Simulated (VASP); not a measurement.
# Te2Mo in VASP: further runs, part 2 of 2

VASP 6.6.1. The steps go on from the part before.

### 3 Single point, LDA

INCAR reads:

```
  ALGO = Normal
  EDIFF = 1E-6
  ENCUT = 520
  GGA = CA
  ISIF = 2
  ISMEAR = 0
  LASPH = T
  LCHARG = F
  LREAL = F
  LWAVE = F
  NBANDS = 35
  NELM = 60
  PREC = Accurate
  SIGMA = 0.05
```

KPOINTS reads:

```
k-points
0
Gamma
  12 12 2
```

POSCAR reads:

```
Te2Mo
1.0
    3.4699282939      0.0000000000      0.0000000000
   -1.7349641469      3.0050460519      0.0000000000
    0.0000000000      0.0000000000     25.1285054592
Te Mo
4 2
Direct
    0.3333333333      0.6666666667      0.0652056089
    0.6666666667      0.3333333333      0.7918890471
    0.6666666667      0.3333333333      0.9347943911
    0.3333333333      0.6666666667      0.2081109529
    0.3333333333      0.6666666667      0.8632306751
    0.6666666667      0.3333333333      0.1367693249
```

Potentials or basis: VASP PAW LDA potentials, release 64 (Te, Mo_sv).

Run with:

```sh
$ cat potpaw_LDA.64/Te/POTCAR potpaw_LDA.64/Mo_sv/POTCAR > POTCAR
$ mpirun -np 1 vasp_std > vasp.out
```

OUTCAR:

```text
EDIFF = 1E-6
   ENCUT = 520
   GGA = CA
   ISIF = 2
   ISMEAR = 0
   LASPH = T
   LREAL = F
   NELM = 60
   PREC = Accurate

 ion  position               nearest neighbor table
   1  0.333  0.667  0.065-   6 2.69   6 2.69   6 2.69   4 3.59
   2  0.667  0.333  0.792-   5 2.69   5 2.69   5 2.69   3 3.59
   3  0.667  0.333  0.935-   5 2.69   5 2.69   5 2.69   2 3.59
   4  0.333  0.667  0.208-   6 2.69   6 2.69   6 2.69   1 3.59
   5  0.333  0.667  0.863-   2 2.69   2 2.69   2 2.69   3 2.69   3 2.69   3 2.69
   6  0.667  0.333  0.137-   4 2.69   4 2.69   4 2.69   1 2.69   1 2.69   1 2.69

  LATTYP: Found a hexagonal cell.
 ALAT       =     3.4699282939
 C/A-ratio  =     7.2417938732

  Lattice vectors:

 A1 = (   3.4699282939,   0.0000000000,   0.0000000000)
 A2 = (  -1.7349641469,   3.0050460519,   0.0000000000)
 A3 = (   0.0000000000,   0.0000000000,  25.1285054592)

Analysis of symmetry for initial positions (statically):
=====================================================================
 Subroutine PRICEL returns:
[... 182 lines left out ...]
 val. band max:        2.4191306755   @ k =   0.0000   0.0000   0.0000
 cond. band min:       3.3527066284   @ k =   0.2500   0.1667   0.0000
 fundamental gap:      0.9335759528
 Fermi energy:         2.7425854542

 k-point     1 :       0.0000    0.0000    0.0000
  band No.  band energies     occupation
      1     -57.9666      2.00000
      2     -57.9666      2.00000
      3     -32.3597      2.00000
      4     -32.3597      2.00000
      5     -32.1851      2.00000
      6     -32.1851      2.00000
[... 901 lines left out ...]
     34       6.2746      0.00000
     35       7.7070      0.00000

 [... further k-points ...]

------------------------ aborting loop because EDIFF is reached ----------------------------------------

  FORCE on cell =-STRESS in cart. coord.  units (eV):
  Direction    XX          YY          ZZ          XY          YZ          ZX
  --------------------------------------------------------------------------------------
  -------------------------------------------------------------------------------------
  Total        0.2098109      0.2098109      0.3739613      0.0000000      0.0000000      0.0000000
  in kB        1.2829220      1.2829220      2.2866462      0.0000000      0.0000000      0.0000000
  external PRESSURE =       1.6174968 kB  Pullay stress =       0.0000000 kB

 VOLUME and BASIS-vectors are now :
 -----------------------------------------------------------------------------
  energy-cutoff  :      520.00
  volume of cell :      262.02
      direct lattice vectors                 reciprocal lattice vectors
     3.469928294  0.000000000  0.000000000     0.288190393  0.166386801  0.000000000
    -1.734964147  3.005046052  0.000000000     0.000000000  0.332773602  0.000000000
     0.000000000  0.000000000 25.128505459     0.000000000  0.000000000  0.039795443

 POSITION                                       TOTAL-FORCE (eV/Angst)
 -----------------------------------------------------------------------------------
     -0.00000      2.00336      1.63852         0.000000      0.000000     -0.057640
      1.73496      1.00168     19.89899         0.000000      0.000000     -0.055603
      1.73496      1.00168     23.48999         0.000000      0.000000      0.057640
     -0.00000      2.00336      5.22952         0.000000      0.000000      0.055603
     -0.00000      2.00336     21.69170         0.000000     -0.000000     -0.002115
      1.73496      1.00168      3.43681        -0.000000      0.000000      0.002115
 -----------------------------------------------------------------------------------
    total drift:                                0.000000     -0.000000      0.000000

  FREE ENERGIE OF THE ION-ELECTRON SYSTEM (eV)
  ---------------------------------------------------
  free  energy   TOTEN  =       -41.1058003148 eV

  energy  without entropy=      -41.1058003148  energy(sigma->0) =      -41.10580031
```

OSZICAR:

```text
N       E                     dE             d eps       ncg     rms          rms(c)
DAV:   1     0.395971350155E+03    0.39597E+03   -0.25843E+04  3236   0.124E+03
DAV:   2    -0.171193162429E+02   -0.41309E+03   -0.40067E+03  3344   0.296E+02
DAV:   3    -0.416122501337E+02   -0.24493E+02   -0.24061E+02  3333   0.626E+01
[... 16 lines left out ...]
DAV:  20    -0.411057717021E+02   -0.24620E-04   -0.16798E-06  2294   0.551E-03    0.132E-02
DAV:  21    -0.411057905792E+02   -0.18877E-04   -0.10237E-06  2142   0.295E-03    0.958E-03
DAV:  22    -0.411057967923E+02   -0.62131E-05   -0.35245E-07  1959   0.232E-03    0.420E-03
DAV:  23    -0.411057996113E+02   -0.28189E-05   -0.24964E-07  1789   0.205E-03    0.628E-04
DAV:  24    -0.411058003148E+02   -0.70349E-06   -0.51364E-08  1617   0.714E-04
   1 F= -.41105800E+02 E0= -.41105800E+02  d E =-.135214E-21
```

stdout:

```text
POSCAR found type information on POSCAR TeMo
 POSCAR found :  2 types and       6 ions
 scaLAPACK will be used
 LDA part: xc-table for (Slater(with rela. corr.)+CA(PZ))
 , standard interpolation
 POSCAR, INCAR and KPOINTS ok, starting setup
 FFT: planning ... GRIDC
 FFT: planning ... GRID_SOFT
 FFT: planning ... GRID
 WAVECAR not read
 entering main loop
```

It took 6.9 min on 1 thread of Intel Xeon Platinum 8488C (Sapphire Rapids), shared host; peak memory 0.47 GiB.

What came out:

| Property | Result |
| --- | --- |
| Free energy | -41.1058 eV |
| Largest force | 0.058 eV/Å |
| Band gap on the k mesh | 0.93 eV (least direct gap 1.18 eV) |

Forces in eV/Å, atoms in the order of the input:
```
Te   0.000  0.000 -0.058
Te   0.000  0.000 -0.056
Te   0.000  0.000  0.058
Te   0.000  0.000  0.056
Mo   0.000  0.000 -0.002
Mo   0.000  0.000  0.002
```

Levels at points of the mesh, in eV from the valence-band top:
```csv
k point,band 22,band 23,band 24,band 25,band 26,band 27,band 28,band 29,band 30,band 31
"(0.00, 0.00, 0.00)",-1.00,-0.98,-0.98,-0.88,0.00,3.11,3.11,3.21,3.21,3.44
"(0.50, 0.00, 0.00)",-1.83,-0.95,-0.94,-0.42,-0.24,1.39,1.43,1.62,1.83,2.94
"(0.00, 0.00, 0.50)",-1.00,-0.98,-0.98,-0.88,0.00,3.11,3.11,3.21,3.21,3.44
"(0.50, 0.00, 0.50)",-1.83,-0.95,-0.94,-0.42,-0.24,1.39,1.43,1.62,1.83,2.94
```

Caveat: there is no dipole correction, which matters where the two faces differ; spin-orbit coupling is left out, which moves the levels of the heavy elements.
